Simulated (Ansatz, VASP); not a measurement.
Al4FeCo3: VASP beside Ansatz

```
Al Fe Co
1.0
     4.03613    0.00000    0.00000
     0.00000    4.03613    0.00000
     0.00000    0.00000    5.71132
Al Fe Co
4 1 3
Direct
  0.00000 0.50000 0.74719
  0.00000 0.50000 0.25281
  0.50000 0.00000 0.74719
  0.50000 0.00000 0.25281
  0.00000 0.00000 0.50000
  0.00000 0.00000 0.00000
  0.50000 0.50000 0.00000
  0.50000 0.50000 0.50000
```

Alike in both runs: functional PBE; k mesh 10 × 10 × 8; occupations gaussian, width 0.1 eV; no spin polarisation.

Ansatz relaxed the structure, and its values are those at the end. VASP's run is a single point on that final structure, the one shown.

|  | VASP | Ansatz |
| --- | --- | --- |
| version | VASP 6.6.1 | Ansatz 0.2.0 |
| potentials or method | VASP PAW PBE potentials, release 64 (Al, Fe, Co), cutoff 520 eV | scalar-relativistic, plane waves, PAW |
| valence electrons in the cell | 47 | 79 |

|  | VASP | Ansatz | Ansatz less VASP |
| --- | --- | --- | --- |
| gap on the k mesh at the Fermi level (eV) | none | none | - |
| pressure (GPa) | -0.1 | 0.0 | +0.07 |
| rms of the force components (eV/Å) | 0.004 | 0.002 | -0.0018 |

A gap of «none» marks a metal or a gap that the smearing closes. The functional is the same, so the differences come from potentials, cutoffs and numerics. VASP's potentials hold 47 valence electrons a cell and Ansatz's 79, so a difference there can come from the potentials and not from the codes.
